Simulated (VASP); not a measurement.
# Pd (Fm-3m) in VASP: a series of runs, part 2 of 3

VASP 6.6.1. Earlier steps stand in the parts before.

### 3 Single point, PBE+U, collinear spin (15.34 Å³/atom)

This run uses another cell than the first one, of 15.34 Å³/atom.

Input file INCAR:

```
SYSTEM = Pd
PREC     = Accurate       ! precision mode
ENCUT    = 500            ! plane-wave cutoff, eV
EDIFF    = 1E-6           ! SCF threshold, eV
ISMEAR   = 0              ! smearing method
SIGMA    = 0.05           ! smearing width, eV
LREAL    = .False.        ! projectors in reciprocal space
LASPH    = .True.         ! aspherical terms in the spheres
NELM     = 200            ! most SCF steps
ALGO     = Normal         ! electronic algorithm
ISIF     = 2              ! what is computed and relaxed
LWAVE    = .False.        ! write WAVECAR
LCHARG   = .False.        ! write CHGCAR
ISPIN    = 2              ! spin polarisation
MAGMOM   = 1              ! initial moments
LORBIT   = 11             ! projections on sites
NUPDOWN  = 1.0            ! fixed moment
LMAXMIX  = 4              ! l up to which the mixer works
LDAU     = .True.         ! DFT+U
LDAUTYPE = 2            
LDAUL    = 2              ! shell
LDAUU    = 7              ! U, eV
LDAUJ    = 0            
LDAUPRINT= 1            
GGA      = PE             ! functional
NBANDS   = 15             ! bands
GGA_COMPAT= .False.
```

Input file KPOINTS:

```
Automatic mesh
0
Gamma
  12 12 12
  0 0 0
```

Input file POSCAR:

```
Pd
1.0
    0.0000000000      1.9721147795      1.9721147795
    1.9721147795      0.0000000000      1.9721147795
    1.9721147795      1.9721147795      0.0000000000
Pd
1
Direct
    0.0000000000      0.0000000000      0.0000000000
```

Potentials or basis: VASP PAW PBE potentials, release 64 (Pd).

Run with:

```sh
$ cat potpaw_PBE.64/Pd/POTCAR > POTCAR
$ mpirun -np 1 vasp_std > vasp.out
```

Wall time 62 s (1 thread of Intel Xeon 8259CL, shared host); peak memory 0.15 GiB.

Results (log left out):

* Free energy: -1.2960 eV
* Pressure: -10.2 GPa
* Net moment: 1.00 μB per cell
* Site moments: Pd +1.07 μB
* Valence electrons inside the program's atomic spheres: Pd 9.81

Eigenvalues of the final occupation matrices:
```
    site  spin  trace               eigenvalues
site 1 d     1   5.00  1.00 1.00 1.00 1.00 1.00
site 1 d     2   4.08  0.72 0.72 0.72 0.96 0.96
```

Caveat: the cell stands under tension; the total moment is fixed, so each spin has its own Fermi level; the U is typed as a test and isn't derived for this compound.

### 4 Single point, r2SCAN+U, collinear spin

Input file POSCAR:

```
Pd
1.0
    2.7527666992      0.0000000000      0.0000000000
    1.3763833496      2.3839658922      0.0000000000
    1.3763833496      0.7946552974      2.2476245980
Pd
1
Direct
    0.0000000000      0.0000000000      0.0000000000
```

Input file INCAR.step1:

```
PREC = Accurate ; ENCUT = 550
ISMEAR = -1 ; SIGMA = 0.1
LREAL = False ; LASPH = True
NELM = 200 ; ISPIN = 2
MAGMOM = 1 ; NUPDOWN = 1.0
LMAXMIX = 4 ; LDAU = True
LDAUTYPE = 2 ; LDAUL = 2
LDAUU = 8 ; LDAUJ = 0
NBANDS = 15 ; GGA = PE
ALGO = Normal ; EDIFF = 1E-5
LWAVE = True ; LCHARG = False
GGA_COMPAT = False
```

Input file INCAR.step2:

```
PREC = Accurate ; ENCUT = 550
EDIFF = 1E-6 ; ISMEAR = -1
SIGMA = 0.1 ; LREAL = False
LASPH = True ; NELM = 200
ALGO = Normal ; ISIF = 2
LWAVE = False ; LCHARG = False
ISPIN = 2 ; MAGMOM = 1
LORBIT = 11 ; NUPDOWN = 1.0
LMAXMIX = 4 ; LDAU = True
LDAUTYPE = 2 ; LDAUL = 2
LDAUU = 8 ; LDAUJ = 0
LDAUPRINT = 1 ; METAGGA = R2SCAN
LMIXTAU = True ; NBANDS = 15
ISTART = 1 ; GGA_COMPAT = False
```

Input file KPOINTS:

```
regular mesh
0
Gamma
  12 12 12
```

Potentials or basis: VASP PAW PBE potentials, release 64 (Pd).

Run with:

```sh
$ cat potpaw_PBE.64/Pd/POTCAR > POTCAR
$ cp INCAR.step1 INCAR
$ mpirun -np 1 vasp_std > vasp.out
$ cp INCAR.step2 INCAR
$ mpirun -np 1 vasp_std > vasp.out
```

OUTCAR:

```text
PREC = Accurate
   ENCUT = 550
   EDIFF = 1E-6
   ISMEAR = -1
   LREAL = False
   LASPH = True
   NELM = 200
   ISIF = 2
   ISPIN = 2
   LORBIT = 11
   NUPDOWN = 1.0
   METAGGA = R2SCAN
   ISTART = 1

 ion  position               nearest neighbor table
   1  0.000  0.000  0.000-

  LATTYP: Found a face centered cubic cell.
 ALAT       =     3.8930000001

  Lattice vectors:

 A1 = (   2.7527666992,   0.0000000000,   0.0000000000)
 A2 = (   1.3763833496,   2.3839658922,   0.0000000000)
 A3 = (   1.3763833496,   0.7946552974,   2.2476245980)

Analysis of symmetry for initial positions (statically):
=====================================================================
 Subroutine PRICEL returns:
 Original cell was already a primitive cell.

 Routine SETGRP: Setting up the symmetry group for a
 face centered cubic supercell.

 Subroutine GETGRP returns: Found 48 space group operations
 (whereof 48 operations were pure point group operations)
[... 228 lines left out ...]
      5       3.7878      1.00000
      6       3.7878      1.00000
      7      27.5904      0.00000
      8      31.7767      0.00000
      9      31.7767      0.00000
     10      31.7767      0.00000
     11      32.4814      0.00000
     12      32.4814      0.00000
[... 841 lines left out ...]
      4       6.4172      0.99998
      5       7.5641      0.32384
      6      13.2150      0.00000
      7      17.2271      0.00000
      8      25.0403      0.00000
      9      28.9268      0.00000
     10      29.5051      0.00000
     11      34.3806      0.00000
     12      36.1037      0.00000
     13      36.3410      0.00000
     14      43.4665      0.00000
     15      44.2959      0.00000

 [... further k-points ...]

------------------------ aborting loop because EDIFF is reached ----------------------------------------

  FORCE on cell =-STRESS in cart. coord.  units (eV):
  Direction    XX          YY          ZZ          XY          YZ          ZX
  --------------------------------------------------------------------------------------
  -------------------------------------------------------------------------------------
  Total       -1.2174785     -1.2174785     -1.2174785     -0.0000000      0.0000000      0.0000000
  in kB     -132.2448133   -132.2448133   -132.2448133     -0.0000000      0.0000000      0.0000000
  external PRESSURE =    -132.2448133 kB  Pullay stress =       0.0000000 kB

 VOLUME and BASIS-vectors are now :
 -----------------------------------------------------------------------------
  energy-cutoff  :      550.00
  volume of cell :       14.75
      direct lattice vectors                 reciprocal lattice vectors
     2.752766699  0.000000000  0.000000000     0.363270887 -0.209734544 -0.148304719
     1.376383350  2.383965892  0.000000000     0.000000000  0.419469089 -0.148304719
     1.376383350  0.794655297  2.247624598     0.000000000  0.000000000  0.444914156

 POSITION                                       TOTAL-FORCE (eV/Angst)
 -----------------------------------------------------------------------------------
      0.00000      0.00000      0.00000        -0.000000      0.000000      0.000000
 -----------------------------------------------------------------------------------
    total drift:                               -0.000000     -0.000000      0.000000

  FREE ENERGIE OF THE ION-ELECTRON SYSTEM (eV)
  ---------------------------------------------------
  free  energy   TOTEN  =       -18.8369986822 eV

  energy  without entropy=      -18.8095387216  energy(sigma->0) =      -18.82326870

 total charge

# of ion       s       p       d       tot
------------------------------------------
    1        0.438   0.359   9.187   9.984

 magnetization (x)

# of ion       s       p       d       tot
------------------------------------------
    1        0.081   0.088   0.916   1.085
```

OUTCAR.step1:

```text
PREC = Accurate
   ENCUT = 550
   ISMEAR = -1
   LREAL = False
   LASPH = True
   NELM = 200
[... 1107 lines left out ...]
 POSITION                                       TOTAL-FORCE (eV/Angst)
 -----------------------------------------------------------------------------------
      0.00000      0.00000      0.00000         0.000000     -0.000000      0.000000
 -----------------------------------------------------------------------------------
    total drift:                                0.000000     -0.000000      0.000000

  FREE ENERGIE OF THE ION-ELECTRON SYSTEM (eV)
  ---------------------------------------------------
  free  energy   TOTEN  =        -1.0550035490 eV

  energy  without entropy=       -1.0263763310  energy(sigma->0) =       -1.04068994
```

OSZICAR.step1:

```text
N       E                     dE             d eps       ncg     rms          rms(c)
DAV:   1     0.531627655218E+02    0.53163E+02   -0.48188E+03  4344   0.619E+02
DAV:   2    -0.306606579019E-01   -0.53193E+02   -0.50675E+02  5643   0.165E+02
DAV:   3    -0.969177328074E+00   -0.93852E+00   -0.93665E+00  5692   0.220E+01
DAV:   4    -0.971852160551E+00   -0.26748E-02   -0.26747E-02  5248   0.124E+00
DAV:   5    -0.971867833769E+00   -0.15673E-04   -0.15674E-04  5720   0.855E-02    0.159E+01
DAV:   6    -0.852625093629E+00    0.11924E+00   -0.12958E+00  5335   0.642E+00    0.699E+00
DAV:   7    -0.968839729211E+00   -0.11621E+00   -0.42020E-01  5160   0.291E+00    0.414E+00
DAV:   8    -0.101473161293E+01   -0.45892E-01   -0.47294E-02  5189   0.133E+00    0.222E+00
DAV:   9    -0.105432439432E+01   -0.39593E-01   -0.11936E-01  4845   0.228E+00    0.591E-01
DAV:  10    -0.105467168854E+01   -0.34729E-03   -0.20673E-03  5678   0.327E-01    0.377E-01
DAV:  11    -0.105484601474E+01   -0.17433E-03   -0.96807E-04  5251   0.248E-01    0.176E-01
DAV:  12    -0.105499808750E+01   -0.15207E-03   -0.41739E-04  5384   0.139E-01    0.452E-02
DAV:  13    -0.105500354900E+01   -0.54615E-05   -0.15538E-05  5046   0.277E-02
   1 F= -.10550035E+01 E0= -.10406899E+01  d E =-.286272E-01  mag=     1.0000
```

Run time: 2.9 min. Hardware: 1 thread of Intel Xeon 8259CL, shared host; peak memory 0.17 GiB.

What came out:

| Quantity | Value |
| --- | --- |
| Free energy | -18.8370 eV |
| Pressure | -13.2 GPa |
| Net moment | 1.00 μB per cell |
| Site moments | Pd +1.08 μB |
| Valence electrons inside the program's atomic spheres | Pd 9.98 |

Eigenvalues of the final occupation matrices:
| site | spin | trace | eigenvalues |
| --- | --- | --- | --- |
| site 1 d | 1 | 5.09 | 1.02 1.02 1.02 1.02 1.02 |
| site 1 d | 2 | 4.17 | 0.73 0.73 0.73 0.99 0.99 |

Caveat: the cell stands under tension; the PAW data sets were made with another functional, which shifts forces and pressure a little; the total moment is fixed, so each spin has its own Fermi level; the U is typed as a test and isn't derived for this compound.

### 5 Elastic constants, RPBE+D3(BJ) (18.44 Å³/atom)

This run uses another cell than the first one, of 18.44 Å³/atom.

Input file INCAR:

```
SYSTEM = Pd
  ALGO = Normal
  EDIFF = 1E-8
  ENCUT = 500
  GGA = RP
  GGA_COMPAT = .FALSE.
  IBRION = 6
  ISIF = 3
  ISMEAR = 0
  IVDW = 12
  LASPH = .TRUE.
  LCHARG = .FALSE.
  LREAL = .FALSE.
  LWAVE = .FALSE.
  NELM = 120
  NFREE = 2
  NSW = 1
  POTIM = 0.015
  PREC = Accurate
  SIGMA = 0.1
```

Input file KPOINTS:

```
k-points
0
G
  7 7 7
  0 0 0
```

Input file POSCAR:

```
Pd
1.0
    0.0000000000      2.0968035600      2.0968035600
    2.0968035600      0.0000000000      2.0968035600
    2.0968035600      2.0968035600      0.0000000000
Pd
1
Direct
    0.0000000000      0.0000000000      0.0000000000
```

Run with:

```sh
$ cat potpaw_PBE.64/Pd/POTCAR > POTCAR
$ mpirun -np 1 vasp_std > vasp.out
```

Wall time 72 s (1 thread of AMD EPYC 9R45 (Zen 5), shared host); peak memory 0.15 GiB.

It converged, with:

```
Elastic constants C11, C12, C44 : 63, 47, 36 GPa
Voigt bulk modulus              : 52 GPa
Dispersion energy per atom      : -2.660 eV
```

Elastic tensor in Voigt notation (GPa, in the Cartesian axes of the cell as first typed):
```
63 47 47  0  0  0
47 63 47  0  0  0
47 47 63  0  0  0
 0  0  0 36  0  0
 0  0  0  0 36  0
 0  0  0  0  0 36
```

Clamped-ion elastic tensor (GPa):
```
63 47 47  0  0  0
47 63 47  0  0  0
47 47 63  0  0  0
 0  0  0 36  0  0
 0  0  0  0 36  0
 0  0  0  0  0 36
```

Caveat: the k points lie up to 0.37 Å⁻¹ apart; the cell is under stress, which shifts elastic constants; three body term missing; the PAW data sets were made with another functional, which shifts forces and pressure a little.

(Part 2 of 3 ends here.)
